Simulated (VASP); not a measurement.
A run of VASP 6.6.1:

File POSCAR:

```
Ni
1.0
    2.4480228978      0.0000000000      0.0000000000
   -1.2240114489      2.1200500186      0.0000000000
    0.0000000000      0.0000000000      4.0728075700
Ni
2
Direct
    0.6666666667      0.3333333333      0.7500000000
    0.3333333333      0.6666666667      0.2500000000
```

The input INCAR.step1:

```
PREC = Accurate
ENCUT = 520
ISMEAR = -1
SIGMA = 0.05
LREAL = F
LASPH = T
NELM = 150
ISPIN = 2
MAGMOM = 1 1
LMAXMIX = 4
NBANDS = 21
GGA = PE
ALGO = Normal
EDIFF = 1E-4
LWAVE = T
LCHARG = F
```

File INCAR.step2:

```
PREC = Accurate
ENCUT = 520
EDIFF = 1E-6
ISMEAR = -1
SIGMA = 0.05
LREAL = F
LASPH = T
NELM = 150
ALGO = Normal
ISIF = 2
LWAVE = F
LCHARG = T
ISPIN = 2
MAGMOM = 1 1
LORBIT = 11
LMAXMIX = 4
METAGGA = R2SCAN
LMIXTAU = T
LELF = T
LVHAR = T
NBANDS = 21
ISTART = 1
```

File KPOINTS:

```
regular mesh
0
Gamma
  7 7 4
```

Potentials or basis: VASP PAW PBE potentials, release 64 (Ni).

Command:

```sh
$ cat potpaw_PBE.64/Ni/POTCAR > POTCAR
$ cp INCAR.step1 INCAR
$ mpirun -np 1 vasp_std > vasp.out
$ cp INCAR.step2 INCAR
$ mpirun -np 1 vasp_std > vasp.out
```

Hardware: 1 thread of Intel(R) Xeon(R) Platinum 8259CL CPU @ 2.50GHz (Skylake/Cascade Lake) (shared host).

Estimate the wall time of this run.

It took 110 s on 1 thread of Intel(R) Xeon(R) Platinum 8259CL CPU @ 2.50GHz (Skylake/Cascade Lake), on a shared host, peak memory 0.15 GiB. Counts: k points 24.
